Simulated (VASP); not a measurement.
# In3Ga5As8 (P1) in VASP: single point with PBEsol

Aim: the single point of In3Ga5As8 with PBEsol.

Everything below comes from runs of VASP 6.6.1. Logs are shortened: lines on timing, memory, paths and dates and some standing lists are left out, and cuts for length are marked.

## 1. The cell of the first run

The typed cell holds 64 atoms: a = 11.639 Å, b = 11.639 Å, c = 11.639 Å, α = 90.00°, β = 90.00°, γ = 90.00°.

## 2. Single point, PBEsol

File INCAR:

```
PREC = Accurate
ENCUT = 500
EDIFF = 1E-6
ISMEAR = -1
SIGMA = 0.05
LREAL = Auto
LASPH = True
NELM = 120
ALGO = Normal
ISIF = 2
LWAVE = False
LCHARG = False
GGA = PS
ISYM = -1
NBANDS = 326
GGA_COMPAT = False
```

File KPOINTS:

```
explicit points
1
Reciprocal
  0.25000000   0.25000000   0.25000000 1
```

File POSCAR:

```
In3Ga5As8
1.0
   11.6388066432      0.0000000000      0.0000000000
    0.0000000000     11.6388066432      0.0000000000
    0.0000000000      0.0000000000     11.6388066432
In Ga As
12 20 32
Direct
    0.0008790000      0.9951380000      0.9969180000
    0.2547360000      0.2506160000      0.0008670000
    0.7467200000      0.2513690000      0.0036060000
    0.7513000000      0.7491690000      0.5043820000
    0.2526770000      0.5024200000      0.2523600000
    0.7468880000      0.0030670000      0.2525880000
    0.7504260000      0.5045790000      0.7496910000
    0.0019330000      0.2534160000      0.2564370000
    0.0026550000      0.2504100000      0.7461120000
    0.0027420000      0.7495130000      0.2511080000
    0.4991090000      0.2474260000      0.7467430000
    0.4998500000      0.7499320000      0.2478820000
    0.0059540000      0.9999920000      0.5054300000
    0.0010890000      0.5074840000      0.9974260000
    0.0008380000      0.4984260000      0.5018510000
    0.4965600000      0.9937190000      0.9965700000
    0.4957850000      0.0021510000      0.5024310000
    0.5001140000      0.5040380000      0.0002840000
    0.4970210000      0.4965570000      0.4997360000
    0.2529360000      0.2475680000      0.5014760000
    0.2523670000      0.7498580000      0.9930890000
    0.2503960000      0.7515260000      0.5065340000
    0.7481460000      0.2480940000      0.4980210000
    0.7478490000      0.7473880000      0.9951930000
    0.2543790000      0.9994860000      0.2542560000
    0.2524870000      0.9932680000      0.7459520000
    0.2492340000      0.5059230000      0.7477500000
    0.7484240000      0.9946920000      0.7473720000
    0.7489540000      0.4973190000      0.2490500000
    0.0046820000      0.7504480000      0.7497080000
    0.5002080000      0.2495030000      0.2533200000
    0.4961740000      0.7505210000      0.7510450000
    0.1302710000      0.1187160000      0.1330100000
    0.1358780000      0.1188640000      0.6220720000
    0.1290990000      0.6271530000      0.1126770000
    0.1227300000      0.6262480000      0.6243470000
    0.6088060000      0.1227760000      0.1243740000
    0.6302180000      0.1179750000      0.6187120000
    0.6309040000      0.6197220000      0.1190740000
    0.6098900000      0.6246150000      0.6252390000
    0.3893000000      0.3773840000      0.1278340000
    0.3676110000      0.3791200000      0.6208640000
    0.3673130000      0.8772760000      0.1186210000
    0.3765800000      0.8744530000      0.6259370000
    0.8789780000      0.3868910000      0.1243040000
    0.8721080000      0.3745230000      0.6134460000
    0.8650130000      0.8675610000      0.1201170000
    0.8845850000      0.8787300000      0.6321860000
    0.3762000000      0.1268820000      0.3764900000
    0.3733940000      0.1102960000      0.8710990000
    0.3755000000      0.6280950000      0.3885310000
    0.3760140000      0.6255950000      0.8745200000
    0.8775120000      0.1234210000      0.3884550000
    0.8668700000      0.1197010000      0.8676210000
    0.8752090000      0.6121980000      0.3751310000
    0.8820700000      0.6341680000      0.8770990000
    0.1294380000      0.3761360000      0.3898120000
    0.1261730000      0.3877380000      0.8747380000
    0.1329680000      0.8796210000      0.3828210000
    0.1327520000      0.8684980000      0.8662850000
    0.6243940000      0.3730450000      0.3745250000
    0.6176530000      0.3818600000      0.8791310000
    0.6174760000      0.8807050000      0.3836210000
    0.6235530000      0.8716510000      0.8727550000
```

Potentials or basis: VASP PAW PBE potentials, release 64 (In_d, Ga_d, As).

Command:

```sh
$ cat potpaw_PBE.64/In_d/POTCAR potpaw_PBE.64/Ga_d/POTCAR potpaw_PBE.64/As/POTCAR > POTCAR
$ mpirun -np 1 vasp_std > vasp.out
```

OUTCAR:

```text
PREC = Accurate
   ENCUT = 500
   EDIFF = 1E-6
   ISMEAR = -1
   LREAL = Auto
   LASPH = True
   NELM = 120
   ISIF = 2
   GGA = PS
   ISYM = -1

 ion  position               nearest neighbor table
   1  0.001  0.995  0.997-  47 2.60  54 2.61  60 2.62  33 2.62
   2  0.255  0.251  0.001-  41 2.61  33 2.61  50 2.62  58 2.63
   3  0.747  0.251  0.004-  62 2.58  37 2.61  54 2.61  45 2.61
   4  0.751  0.749  0.504-  63 2.60  40 2.61  55 2.62  48 2.63
   5  0.253  0.502  0.252-  51 2.59  41 2.60  57 2.60  35 2.61
   6  0.747  0.003  0.253-  63 2.57  37 2.60  47 2.60  53 2.60
[... 56 lines left out ...]
  63  0.617  0.881  0.384-  17 2.43   6 2.57  12 2.59   4 2.60
  64  0.624  0.872  0.873-  32 2.49  24 2.49  16 2.51  28 2.51

IMPORTANT INFORMATION: All symmetrisations will be switched off!
NOSYMM: (Re-)initialisation of all symmetry stuff for point group C_1.

----------------------------------------------------------------------------------------

                                     Primitive cell

  volume of cell :    1576.6139

  direct lattice vectors                    reciprocal lattice vectors
    11.638806643  0.000000000  0.000000000     0.085919462  0.000000000  0.000000000
     0.000000000 11.638806643  0.000000000     0.000000000  0.085919462  0.000000000
     0.000000000  0.000000000 11.638806643     0.000000000  0.000000000  0.085919462

  length of vectors
    11.638806643 11.638806643 11.638806643     0.085919462  0.085919462  0.085919462

  position of ions in fractional coordinates (direct lattice)
     0.000879000  0.995138000  0.996918000
     0.254736000  0.250616000  0.000867000
     0.746720000  0.251369000  0.003606000
     0.751300000  0.749169000  0.504382000
     0.252677000  0.502420000  0.252360000
     0.746888000  0.003067000  0.252588000
[... 56 lines left out ...]
     0.617476000  0.880705000  0.383621000
     0.623553000  0.871651000  0.872755000

  ion indices of the primitive-cell ions
   primitive index   ion index
                 1           1
                 2           2
                 3           3
                 4           4
                 5           5
                 6           6
[... 56 lines left out ...]
                63          63
                64          64

----------------------------------------------------------------------------------------

 KPOINTS: explicit points

Read explicit list of k-points.

 Found      1 k-points:

 Following reciprocal coordinates:
            Coordinates               Weight
  0.250000  0.250000  0.250000      1.000000
   k-points           NKPTS =      1   k-points in BZ     NKDIM =      1   number of bands    NBANDS=    326
   number of dos      NEDOS =    301   number of ions     NIONS =     64
   total plane-waves  NPLWV = 729000
   dimension x,y,z NGX =    90 NGY =   90 NGZ =   90
   dimension x,y,z NGXF=   180 NGYF=  180 NGZF=  180
   ions per type =              12  20  32
   NGX,Y,Z   is equivalent  to a cutoff of  12.86, 12.86, 12.86 a.u.
   NGXF,Y,Z  is equivalent  to a cutoff of  25.71, 25.71, 25.71 a.u.
 SYSTEM =  unknown system
   PREC   = accura    normal or accurate (medium, high low for compatibility)
   ISTART =      0    job   : 0-new  1-cont  2-samecut
   ICHARG =      2    charge: 1-file 2-atom 10-const
   ISPIN  =      1    spin polarized calculation?
   LNONCOLLINEAR =      F non collinear calculations
   LSORBIT =      F    spin-orbit coupling
   LASPH  =      T    aspherical Exc in radial PAW
   ENCUT  =  500.0 eV  36.75 Ry    6.06 a.u.  21.22 21.22 21.22*2*pi/ulx,y,z
   NELM   =    120;   NELMIN=  2; NELMDL= -5     # of ELM steps
   EDIFF  = 0.1E-05   stopping-criterion for ELM
   LREAL  =      T    real-space projection
   EDIFFG = 0.1E-04   stopping-criterion for IOM
   NSW    =      0    number of steps for IOM
   IBRION =     -1    ionic relax: 0-MD 1-quasi-New 2-CG
   NFREE  =      0    steps in history (QN), initial steepest desc. (CG)
   ISIF   =      2    stress and relaxation
   ISYM   =     -1    0-nonsym 1-usesym 2-fastsym
   POTIM  = 0.5000    time-step for ionic-motion
   TEBEG  =    0.0;   TEEND  =   0.0 temperature during run
   PSTRESS=    0.0 pullay stress
   NELECT =     576.0000    total number of electrons
   NUPDOWN=      -1.0000    fix difference up-down
   EMIN   =  10.00;   EMAX   =-10.00  energy-range for DOS
   EFERMI =   0.00;   METHOD = LEGACY
   ISMEAR =    -1;   SIGMA  =   0.05  broadening in eV -4-tet -1-fermi 0-gaus
   EFERMI_NEDOS =   21; number of points for ismear=-14 and -15
   IALGO  =     38    algorithm
   IMIX   =      4    mixing-type and parameters
     AMIX     =   0.40;   BMIX     =  1.00
     AMIX_MAG =   1.60;   BMIX_MAG =  1.00
  volume/ion in A,a.u.               =      24.63       166.24
  Fermi-wavevector in a.u.,A,eV,Ry     =   1.170327  2.211597 18.635426  1.369665
  Thomas-Fermi vector in A             =   2.306787
   LORBIT       =      0    0 simple, 1 ext, 2 COOP (PROOUT), +10 PAW based schemes
   GGA     = PS    functional components
   LHFCALC =     F    Hartree Fock is set to
   AEXX    =    0.0000 exact exchange contribution
   IVDW    =     0    specifies the selected vdW correction
   LEPSILON=     F    determine dielectric tensor
   LRPA    =     F    only Hartree local field effects (RPA)
 non-spin polarized calculation
  energy-cutoff  :      500.00
  volume of cell :     1576.61
 maximum number of plane-waves:     39994
 NGX is ok and might be reduce to    84
   NGX = 43   NGY = 43   NGZ = 43

 number of electron     576.0000009 magnetization

 Free energy of the ion-electron system (eV)
  ---------------------------------------------------
  ext. energy  EPLUGINS =         0.00000000
  ---------------------------------------------------
  free energy    TOTEN  =      -282.51320407 eV

  energy without entropy =     -282.51310314  energy(sigma->0) =     -282.51315361

 E-fermi :   4.3536     XC(G=0):  -9.5477

 val. band max:        3.8359226046   @ k =   0.2500   0.2500   0.2500
 cond. band min:       4.8544881590   @ k =   0.2500   0.2500   0.2500
 fundamental gap:      1.0185655544
 Fermi energy:         4.3535634412

 k-point     1 :       0.2500    0.2500    0.2500
  band No.  band energies     occupation
      1     -10.8719      2.00000
      2     -10.8713      2.00000
      3     -10.8697      2.00000
      4     -10.8660      2.00000
      5     -10.8652      2.00000
      6     -10.8637      2.00000
[... 292 lines left out ...]
    299       5.9760      0.00000
    300       6.1382      0.00000
 [bands above 300 left out]

------------------------ aborting loop because EDIFF is reached ----------------------------------------

  FORCE on cell =-STRESS in cart. coord.  units (eV):
  Direction    XX          YY          ZZ          XY          YZ          ZX
  --------------------------------------------------------------------------------------
  -------------------------------------------------------------------------------------
  Total        0.6225134      0.5973669      0.8591774     -6.4710744     -5.8865657     -6.1825870
  in kB        0.6326069      0.6070527      0.8731082     -6.5759972     -5.9820112     -6.2828322
  external PRESSURE =       0.7042560 kB  Pullay stress =       0.0000000 kB

 VOLUME and BASIS-vectors are now :
 -----------------------------------------------------------------------------
  energy-cutoff  :      500.00
  volume of cell :     1576.61
      direct lattice vectors                 reciprocal lattice vectors
    11.638806643  0.000000000  0.000000000     0.085919462  0.000000000  0.000000000
     0.000000000 11.638806643  0.000000000     0.000000000  0.085919462  0.000000000
     0.000000000  0.000000000 11.638806643     0.000000000  0.000000000  0.085919462

 POSITION                                       TOTAL-FORCE (eV/Angst)
 -----------------------------------------------------------------------------------
      0.01023     11.58222     11.60294         0.029763     -0.018381     -0.013908
      2.96482      2.91687      0.01009         0.010292     -0.003195     -0.002500
      8.69093      2.92564      0.04197        -0.005146      0.006169      0.000757
      8.74424      8.71943      5.87040         0.002169      0.004093      0.002409
      2.94086      5.84757      2.93717        -0.007369     -0.005397     -0.000596
      8.69289      0.03570      2.93982        -0.009333      0.004042     -0.002642
[... 56 lines left out ...]
      7.18668     10.25036      4.46489         0.011574     -0.016475     -0.002640
      7.25741     10.14498     10.15783         0.006723      0.002318      0.005253
 -----------------------------------------------------------------------------------
    total drift:                                0.008489      0.005493     -0.030167

  FREE ENERGIE OF THE ION-ELECTRON SYSTEM (eV)
  ---------------------------------------------------
  free  energy   TOTEN  =      -282.5132040726 eV

  energy  without entropy=     -282.5131031418  energy(sigma->0) =     -282.51315361
```

Run time: 17 min. Hardware: 1 thread of Intel Xeon 6975P-C (Granite Rapids), shared host; peak memory 1.5 GiB.

What came out:

| Item | Value |
| --- | --- |
| Free energy | -282.5132 eV |
| Pressure | 0.1 GPa |
| Largest force | 0.038 eV/Å |
| Band gap on the k mesh | 1.02 eV |

Forces in eV/Å, atoms in the order of the input:
```
In   0.030 -0.018 -0.014
In   0.010 -0.003 -0.003
In  -0.005  0.006  0.001
In   0.002  0.004  0.002
In  -0.007 -0.005 -0.001
In  -0.009  0.004 -0.003
In   0.007 -0.001  0.000
In  -0.005 -0.002  0.007
In   0.008 -0.003 -0.015
In   0.002 -0.007 -0.004
In   0.009  0.003  0.001
In   0.001  0.001 -0.008
Ga  -0.012  0.008  0.006
Ga  -0.010  0.005  0.004
Ga   0.014  0.002  0.015
Ga  -0.003  0.006  0.002
Ga  -0.012 -0.008  0.008
Ga  -0.018 -0.001 -0.005
Ga   0.000 -0.004  0.007
Ga  -0.007  0.000  0.003
Ga  -0.015  0.012 -0.001
Ga   0.010 -0.005  0.008
Ga  -0.005  0.003  0.013
Ga  -0.005 -0.007 -0.003
Ga   0.013 -0.012  0.000
Ga  -0.007 -0.005  0.003
Ga   0.010  0.008 -0.007
Ga  -0.008 -0.010 -0.011
Ga  -0.009  0.008  0.000
Ga   0.006  0.008  0.010
Ga  -0.010  0.001  0.005
Ga  -0.007  0.004 -0.004
As  -0.023  0.011 -0.013
As   0.006 -0.005  0.001
As   0.010  0.000 -0.001
As  -0.002 -0.005 -0.003
As   0.005 -0.003 -0.010
As   0.015  0.009  0.001
As   0.009  0.008  0.015
As   0.002 -0.003  0.007
As   0.000  0.002  0.003
As   0.005  0.005 -0.004
As  -0.008 -0.001  0.004
As   0.012  0.000 -0.012
As   0.014 -0.014 -0.012
As  -0.014  0.008  0.000
As  -0.005  0.010  0.013
As   0.000  0.007  0.005
As  -0.003  0.002 -0.006
As  -0.002  0.000 -0.004
As  -0.008  0.005 -0.007
As   0.011 -0.014  0.001
As   0.004 -0.006 -0.010
As   0.005  0.008  0.026
As  -0.017  0.011 -0.003
As   0.007  0.006  0.006
As  -0.006  0.002  0.006
As  -0.007 -0.022  0.005
As  -0.003 -0.001 -0.011
As   0.010 -0.007 -0.009
As  -0.005  0.004  0.007
As   0.003  0.003 -0.015
As   0.012 -0.016 -0.003
As   0.007  0.002  0.005
```

Caveat: the PAW data sets were made with another functional, which shifts forces and pressure a little; spin-orbit coupling is left out, which moves the levels of the heavy elements; a shifted mesh leaves out Γ, where band edges can lie. A k mesh can miss the band edges.
